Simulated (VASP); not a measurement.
Write the native input for VASP 6.6.1 that does the following.

```yaml
Task: single point
Functional: PBE
Potentials_or_basis: VASP PAW PBE potentials, release 64 (Te, Hg)
Cutoff: 520 eV
k_mesh: 8 × 8 × 1
Occupations: gaussian, width 0.1 eV
Spin: no spin polarisation
Dipole_correction: yes
Further_INCAR_settings: ALGO = Normal; EDIFF = 1e-06; NBANDS = 46
```

The structure of HgTe lies in POSCAR:

```
HgTe
1.0
    4.7019745438      0.0000000000      0.0000000000
    0.0000000000      4.7019745438      0.0000000000
    0.0000000000      0.0000000000     26.6367932972
Te Hg
4 4
Direct
    0.0000000000      0.5000000000      0.2840832928
    0.5000000000      0.0000000000      0.4081458007
    0.0000000000      0.5000000000      0.5330813548
    0.5000000000      0.0000000000      0.6584155094
    0.5000000000      0.5000000000      0.3394411429
    0.0000000000      0.0000000000      0.4661463283
    0.5000000000      0.5000000000      0.5918481906
    0.0000000000      0.0000000000      0.7188383805
```

One way to write it, as run:

INCAR

```
SYSTEM = HgTe
ALGO = Normal
DIPOL = 0.5 0.5 0.500
EDIFF = 1E-6
ENCUT = 520
GGA = PE
IDIPOL = 3
ISIF = 2
ISMEAR = 0
LASPH = .TRUE.
LCHARG = .FALSE.
LDIPOL = .TRUE.
LREAL = .FALSE.
LWAVE = .FALSE.
NBANDS = 46
NELM = 60
PREC = Accurate
SIGMA = 0.1
```

KPOINTS

```
k-points
0
G
  8 8 1
  0 0 0
```

Potentials or basis: VASP PAW PBE potentials, release 64 (Te, Hg).

The run is started by

```console
$ cat potpaw_PBE.64/Te/POTCAR potpaw_PBE.64/Hg/POTCAR > POTCAR
$ mpirun -np 1 vasp_std > vasp.out
```

It gave:

* Largest force: 0.019 eV/Å
* Band gap on the k mesh: zero (bands 36 and 37 overlap by 0.28 eV)

Caveat: spin-orbit coupling is left out, which moves the levels of the heavy elements.

Run time: 27 min on 1 thread of Intel(R) Xeon(R) Platinum 8259CL CPU @ 2.50GHz (Skylake/Cascade Lake), with other jobs on the host, peak memory 0.89 GiB.
